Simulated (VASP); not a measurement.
Al: single point with PBE

Crystal: Al.

```
Al
1.0
     0.00000    1.97933    1.97933
     1.97933    0.00000    1.97933
     1.97933    1.97933    0.00000
Al
1
Direct
  0.00000 0.00000 0.00000
```

This cell differs from its parent crystal: volume scaled by 0.94.

| Quantity | Value |
| --- | --- |
| Program | VASP 6.6.1 |
| Task | single point |
| Functional | PBE |
| Potentials or basis | VASP PAW PBE potentials, release 64 (Al) |
| Cutoff | 500 eV |
| k mesh | 18 × 18 × 18 |
| Occupations | gaussian, width 0.1 eV |
| Spin | no spin polarisation |
| Dipole correction | no |
| Further INCAR settings | ALGO = Normal; EDIFF = 1e-06; NBANDS = 8 |

```
Pressure : 5.4 GPa
```

Levels at points of the mesh, in eV from the Fermi level:
| k point | band 1 | band 2 | band 3 | band 4 | band 5 | band 6 |
| --- | --- | --- | --- | --- | --- | --- |
| (0.00, 0.00, 0.00) | -11.57 | 12.97 | 12.97 | 12.97 | 14.95 | 14.95 |
| (0.50, 0.00, 0.00) | -4.84 | -4.46 | 11.75 | 11.75 | 12.09 | 12.09 |
| (0.50, 0.50, 0.00) | -3.07 | -1.62 | 5.28 | 5.90 | 5.90 | 9.68 |

It took 17 s on 1 thread of Intel Xeon 8259CL, on a shared host, peak memory 0.13 GiB.
